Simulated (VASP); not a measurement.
Wanted: the native input for a VASP 6.6.1 run.

```yaml
Task: density of states
Functional: PBE
Potentials_or_basis: VASP PAW PBE potentials, release 64 (Na_pv)
Cutoff: 520 eV
k_mesh: 14 × 14 × 14
Occupations: gaussian, width 0.1 eV
Spin: no spin polarisation
Dipole_correction: no
k_mesh_for_the_DOS: 21 × 21 × 21
Occupations_for_the_DOS: tetrahedron
Further_INCAR_settings: ALGO = Fast; EDIFF = 1e-06
```

The system is Na.

```
CELL_PARAMETERS angstrom
-2.09491 2.09491 2.09491
2.09491 -2.09491 2.09491
2.09491 2.09491 -2.09491
ATOMIC_POSITIONS crystal
Na 0.00000 0.00000 0.00000
```

The input as run:

POSCAR

```
Na
1.0
   -2.0949070424      2.0949070424      2.0949070424
    2.0949070424     -2.0949070424      2.0949070424
    2.0949070424      2.0949070424     -2.0949070424
Na
1
Direct
    0.0000000000      0.0000000000      0.0000000000
```

INCAR.step1

```
ALGO = Fast ; EDIFF = 1E-6
ENCUT = 520 ; GGA = PE
ISIF = 2 ; ISMEAR = 0
LASPH = True ; LCHARG = True
LREAL = False ; LWAVE = False
NBANDS = 10 ; NELM = 80
PREC = Accurate ; SIGMA = 0.1
```

KPOINTS.step1

```
k-points
0
Gamma
  14 14 14
```

INCAR.step2

```
ALGO = Fast ; EDIFF = 1E-6
ENCUT = 520 ; GGA = PE
ICHARG = 11 ; ISIF = 2
ISMEAR = -5 ; LASPH = True
LCHARG = False ; LORBIT = 11
LREAL = False ; LWAVE = False
NEDOS = 2001 ; NELM = 80
PREC = Accurate ; SIGMA = 0.1
```

KPOINTS.step2

```
k-points
0
Gamma
  21 21 21
```

Potentials or basis: VASP PAW PBE potentials, release 64 (Na_pv).

Launch:

```sh
$ cat potpaw_PBE.64/Na_pv/POTCAR > POTCAR
$ cp INCAR.step1 INCAR
$ cp KPOINTS.step1 KPOINTS
$ mpirun -np 1 vasp_std > vasp.out
$ cp INCAR.step2 INCAR
$ cp KPOINTS.step2 KPOINTS
$ mpirun -np 1 vasp_std > vasp.out
```

It gave:

The valence electrons inside the program's atomic spheres are Na 6.06.

It took 49 s on 1 thread of Intel(R) Xeon(R) Platinum 8375C CPU @ 2.90GHz (Ice Lake) (shared host), peak memory 0.19 GiB.
